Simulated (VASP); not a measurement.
Here is a VASP 6.6.1 calculation.

Contents of INCAR:

```
SYSTEM = Re
  PREC = Accurate
  ENCUT = 520
  EDIFF = 1E-6
  ISMEAR = -1
  SIGMA = 0.05
  LREAL = .False.
  LASPH = .True.
  NELM = 100
  ALGO = Normal
  ISIF = 2
  LWAVE = .False.
  LCHARG = .False.
  GGA = RP
  NBANDS = 22
```

The input KPOINTS:

```
regular mesh
0
Gamma
  11 11 3
  0 0 0
```

Contents of POSCAR:

```
Re
1.0
    2.7663873939      0.0000000000      0.0000000000
   -1.3831936969      2.3957617598      0.0000000000
    0.0000000000      0.0000000000      8.9388451600
Re
4
Direct
    0.6666666667      0.3333333333      0.7500000000
    0.0000000000      0.0000000000      0.5000000000
    0.3333333333      0.6666666667      0.2500000000
    0.0000000000      0.0000000000      0.0000000000
```

Potentials or basis: VASP PAW PBE potentials, release 64 (Re).

The run is started by

```console
$ cat potpaw_PBE.64/Re/POTCAR > POTCAR
$ mpirun -np 1 vasp_std > vasp.out
```

Q: Predict the pressure.

A: 6.6 GPa.

Q: Predict the band gap on the k mesh.

A: Zero (band 14 reaches 9.06 eV, above the bottom of band 15 at 6.67 eV).

Stress tensor (GPa, compression positive):
```
6.44 0.00 0.00
0.00 6.44 0.00
0.00 0.00 6.96
```

Caveat: the PAW data sets were made with another functional, which shifts forces and pressure a little; spin-orbit coupling is left out, which moves the levels of the heavy elements.
